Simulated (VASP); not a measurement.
# Ni (Im-3m) in VASP: notebook

The runs below take Ni through single point, with LDA.

All numbers are computed with VASP 6.6.1; they aren't measurements. Logs are shortened: lines on timing, memory, paths and dates and some standing lists are left out, and cuts for length are marked.

## Step 1: The cell of the first run

The structure is cubic, space group Im-3m (No. 229). The conventional cell has a = 2.767 Å, b = 2.767 Å, c = 2.767 Å, α = 90.00°, β = 90.00°, γ = 90.00°. Ni (site symmetry m-3m) has 14 Ni at 2.40 to 2.77 Å within 3.2 Å.

## Step 2: Single point, LDA, collinear spin, ferromagnetic start

INCAR

```
SYSTEM = Ni
  PREC = Accurate
  ENCUT = 520
  EDIFF = 1E-7
  ISMEAR = 1
  SIGMA = 0.2
  LREAL = .FALSE.
  LASPH = .TRUE.
  NELM = 150
  ALGO = Normal
  ISIF = 2
  LWAVE = .FALSE.
  LCHARG = .FALSE.
  ISPIN = 2
  MAGMOM = 1.5
  LORBIT = 11
  LMAXMIX = 4
  NBANDS = 15
```

KPOINTS

```
Automatic mesh
0
Gamma
  12 12 12
  0.5 0.5 0.5
```

POSCAR

```
Ni
1.0
   -1.3837154700      1.3837154700      1.3837154700
    1.3837154700     -1.3837154700      1.3837154700
    1.3837154700      1.3837154700     -1.3837154700
Ni
1
Direct
    0.0000000000      0.0000000000      0.0000000000
```

Potentials or basis: VASP PAW LDA potentials, release 64 (Ni).

Command:

```bash
> cat potpaw_LDA.64/Ni/POTCAR > POTCAR
> mpirun -np 1 vasp_std > vasp.out
```

OUTCAR:

```text
SYSTEM = Ni
   PREC = Accurate
   ENCUT = 520
   EDIFF = 1E-7
   ISMEAR = 1
   LREAL = .FALSE.
   LASPH = .TRUE.
   NELM = 150
   ISIF = 2
   ISPIN = 2
   LORBIT = 11

 ion  position               nearest neighbor table
   1  0.000  0.000  0.000-

  LATTYP: Found a body centered cubic cell.
 ALAT       =     2.7674309400

  Lattice vectors:

 A1 = (  -1.3837154700,   1.3837154700,   1.3837154700)
 A2 = (   1.3837154700,  -1.3837154700,   1.3837154700)
 A3 = (   1.3837154700,   1.3837154700,  -1.3837154700)

Analysis of symmetry for initial positions (statically):
=====================================================================
 Subroutine PRICEL returns:
 Original cell was already a primitive cell.

 Routine SETGRP: Setting up the symmetry group for a
 body centered cubic supercell.

 Subroutine GETGRP returns: Found 48 space group operations
 (whereof 48 operations were pure point group operations)
 out of a pool of 48 trial point group operations.

The static configuration has the point symmetry O_h .

Analysis of symmetry for dynamics (positions and initial velocities):
=====================================================================
 Subroutine PRICEL returns:
 Original cell was already a primitive cell.

 Routine SETGRP: Setting up the symmetry group for a
 body centered cubic supercell.

 Subroutine GETGRP returns: Found 48 space group operations
 (whereof 48 operations were pure point group operations)
 out of a pool of 48 trial point group operations.

The dynamic configuration has the point symmetry O_h .

Analysis of structural, dynamic, and magnetic symmetry:
=====================================================================
 Subroutine PRICEL returns:
 Original cell was already a primitive cell.

 Routine SETGRP: Setting up the symmetry group for a
 body centered cubic supercell.

 Subroutine GETGRP returns: Found 48 space group operations
 (whereof 48 operations were pure point group operations)
 out of a pool of 48 trial point group operations.

The overall configuration has the point symmetry O_h .

 Subroutine INISYM returns: Found 48 space group operations
 (whereof 48 operations are pure point group operations),
 and found     1 'primitive' translations

----------------------------------------------------------------------------------------

                                     Primitive cell

  volume of cell :      10.5974

  direct lattice vectors                    reciprocal lattice vectors
    -1.383715470  1.383715470  1.383715470     0.000000000  0.361345964  0.361345964
     1.383715470 -1.383715470  1.383715470     0.361345964  0.000000000  0.361345964
     1.383715470  1.383715470 -1.383715470     0.361345964  0.361345964  0.000000000

  length of vectors
     2.396665497  2.396665497  2.396665497     0.511020363  0.511020363  0.511020363

[... 124 lines left out ...]

  energy without entropy =       -6.46722206  energy(sigma->0) =       -6.46399937

 E-fermi :   9.2669     XC(G=0): -13.7649

 val. band max:        9.2651450041   @ k =  -0.4583   0.4583   0.1250
 cond. band min:       9.2971663068   @ k =  -0.4583   0.4583   0.0417
 fundamental gap:      0.0320213027
 Fermi energy:         9.2669117452

 spin component 1

 k-point     1 :       0.0417    0.0417    0.0417
  band No.  band energies     occupation
      1       0.6775      1.00000
      2       6.9139      1.00000
      3       6.9139      1.00000
      4       7.2270      1.00000
      5       8.4134      1.00000
      6       8.4134      1.00000
      7      33.7087      0.00000
      8      33.7087      0.00000
      9      36.4784      0.00000
     10      37.3306      0.00000
     11      40.6065      0.00000
     12      40.6065      0.00000
     13      42.3960      0.00000
     14      42.3960      0.00000
[... 403 lines left out ...]
      4       8.3623      1.00000
      5       9.2972      0.37359
      6       9.6785     -0.00660
      7      16.5066      0.00000
      8      28.6464      0.00000
      9      29.1689      0.00000
     10      34.1709      0.00000
     11      37.4132      0.00000
     12      44.2476      0.00000
     13      49.1607      0.00000
     14      52.3420      0.00000
     15      55.0437      0.00000

 [... further k-points ...]

 spin component 2

 k-point     1 :       0.0417    0.0417    0.0417
  band No.  band energies     occupation
      1       0.7262      1.00000
      2       7.4545      1.00000
      3       7.4545      1.00000
      4       7.7791      1.00000
      5       8.8674      1.00806
      6       8.8674      1.00806
      7      33.7599      0.00000
      8      33.7599      0.00000
      9      36.4760      0.00000
     10      37.5034      0.00000
     11      40.6912      0.00000
     12      40.6912      0.00000
     13      42.5206      0.00000
     14      42.5206      0.00000
[... 403 lines left out ...]
      4       8.8483      1.00585
      5       9.8792     -0.00007
      6       9.9188     -0.00002
      7      16.7996      0.00000
      8      28.6701      0.00000
      9      29.2984      0.00000
     10      34.3360      0.00000
     11      37.5415      0.00000
     12      44.2961      0.00000
     13      49.2794      0.00000
     14      52.4540      0.00000
     15      56.0586      0.00000

 [... further k-points ...]

------------------------ aborting loop because EDIFF is reached ----------------------------------------

  FORCE on cell =-STRESS in cart. coord.  units (eV):
  Direction    XX          YY          ZZ          XY          YZ          ZX
  --------------------------------------------------------------------------------------
  -------------------------------------------------------------------------------------
  Total       -0.7020302     -0.7020302     -0.7020302     -0.0000000     -0.0000000      0.0000000
  in kB     -106.1368066   -106.1368066   -106.1368066     -0.0000000     -0.0000000      0.0000000
  external PRESSURE =    -106.1368066 kB  Pullay stress =       0.0000000 kB

 VOLUME and BASIS-vectors are now :
 -----------------------------------------------------------------------------
  energy-cutoff  :      520.00
  volume of cell :       10.60
      direct lattice vectors                 reciprocal lattice vectors
    -1.383715470  1.383715470  1.383715470     0.000000000  0.361345964  0.361345964
     1.383715470 -1.383715470  1.383715470     0.361345964  0.000000000  0.361345964
     1.383715470  1.383715470 -1.383715470     0.361345964  0.361345964  0.000000000

 POSITION                                       TOTAL-FORCE (eV/Angst)
 -----------------------------------------------------------------------------------
      0.00000      0.00000      0.00000         0.000000      0.000000     -0.000000
 -----------------------------------------------------------------------------------
    total drift:                                0.000000      0.000000      0.000000

  FREE ENERGIE OF THE ION-ELECTRON SYSTEM (eV)
  ---------------------------------------------------
  free  energy   TOTEN  =        -6.4623880289 eV

  energy  without entropy=       -6.4672220585  energy(sigma->0) =       -6.46399937

 total charge

# of ion       s       p       d       tot
------------------------------------------
    1        0.504   0.510   8.358   9.372

 magnetization (x)

# of ion       s       p       d       tot
------------------------------------------
    1       -0.002  -0.011   0.538   0.524
```

OSZICAR:

```text
N       E                     dE             d eps       ncg     rms          rms(c)
DAV:   1     0.335101354445E+02    0.33510E+02   -0.42473E+03  4269   0.873E+02
DAV:   2    -0.587985954743E+01   -0.39390E+02   -0.36672E+02  4647   0.167E+02
DAV:   3    -0.741629415247E+01   -0.15364E+01   -0.15180E+01  5011   0.318E+01
DAV:   4    -0.742515674035E+01   -0.88626E-02   -0.88602E-02  4969   0.235E+00
DAV:   5    -0.742525314068E+01   -0.96400E-04   -0.96397E-04  5143   0.221E-01    0.107E+01
DAV:   6    -0.678567410792E+01    0.63958E+00   -0.12382E+01  5872   0.400E+01    0.560E+00
DAV:   7    -0.648276066149E+01    0.30291E+00   -0.21823E+00  5480   0.151E+01    0.196E+00
DAV:   8    -0.646586243276E+01    0.16898E-01   -0.26880E-02  5348   0.105E+00    0.922E-01
DAV:   9    -0.646310954864E+01    0.27529E-02   -0.15694E-03  6972   0.226E-01    0.272E-01
DAV:  10    -0.646236750322E+01    0.74205E-03   -0.84813E-04  7164   0.155E-01    0.569E-02
DAV:  11    -0.646238586962E+01   -0.18366E-04   -0.13017E-05  5255   0.314E-02    0.238E-02
DAV:  12    -0.646238811577E+01   -0.22462E-05   -0.14653E-05  5988   0.359E-02    0.130E-02
DAV:  13    -0.646238802891E+01    0.86855E-07   -0.84436E-07  4839   0.861E-03
   1 F= -.64623880E+01 E0= -.64639994E+01  d E =0.483403E-02  mag=     0.5227
```

It took 15 s on 1 thread of Intel Xeon Platinum 8488C (Sapphire Rapids), shared host; peak memory 0.13 GiB.

Results:

```
Free energy                                           : -6.4624 eV
Pressure                                              : -10.6 GPa
Net moment                                            : 0.52 μB per cell
Site moments                                          : Ni +0.52 μB
Valence electrons inside the program's atomic spheres : Ni 9.37
```

## Step 3: Single point, LDA, collinear spin, ferromagnetic start

INCAR

```
PREC     = Accurate       # precision mode
ENCUT    = 520            # plane-wave cutoff, eV
EDIFF    = 1E-6           # SCF threshold, eV
ISMEAR   = 1              # smearing method
SIGMA    = 0.2            # smearing width, eV
LREAL    = F              # projectors in reciprocal space
LASPH    = T              # aspherical terms in the spheres
NELM     = 150            # most SCF steps
ALGO     = Normal         # electronic algorithm
ISIF     = 2              # what is computed and relaxed
LWAVE    = F              # write WAVECAR
LCHARG   = F              # write CHGCAR
ISPIN    = 2              # spin polarisation
MAGMOM   = 1.5            # initial moments
LORBIT   = 11             # projections on sites
LMAXMIX  = 4              # l up to which the mixer works
GGA      = CA             # functional
NBANDS   = 15             # bands
```

KPOINTS is that of step 2.

POSCAR is that of step 2.

Potentials or basis: VASP PAW LDA potentials, release 64 (Ni).

Command:

```bash
> cat potpaw_LDA.64/Ni/POTCAR > POTCAR
> mpirun -np 1 vasp_std > vasp.out
```

It took 14 s on 1 thread of Intel Xeon Platinum 8488C (Sapphire Rapids), shared host; peak memory 0.12 GiB.

The run converged. Its results:

```yaml
Free_energy: -6.4624 eV
Pressure: -10.6 GPa
Net_moment: 0.52 μB per cell
Site_moments: Ni +0.52 μB
Valence_electrons_inside_the_program's_atomic_spheres: Ni 9.37
```

Levels at points of the mesh, in eV from the Fermi level:
Spin up:
```csv
k point,band 1,band 2,band 3,band 4,band 5,band 6,band 7,band 8,band 9,band 10
"(0.04, 0.04, 0.04)",-8.59,-2.35,-2.35,-2.04,-0.85,-0.85,24.44,24.44,27.21,28.06
```
Spin down:
```tsv
k point	band 3	band 4	band 5	band 6	band 7	band 8
(0.04, 0.04, 0.04)	-1.81	-1.49	-0.40	-0.40	24.49	24.49
```
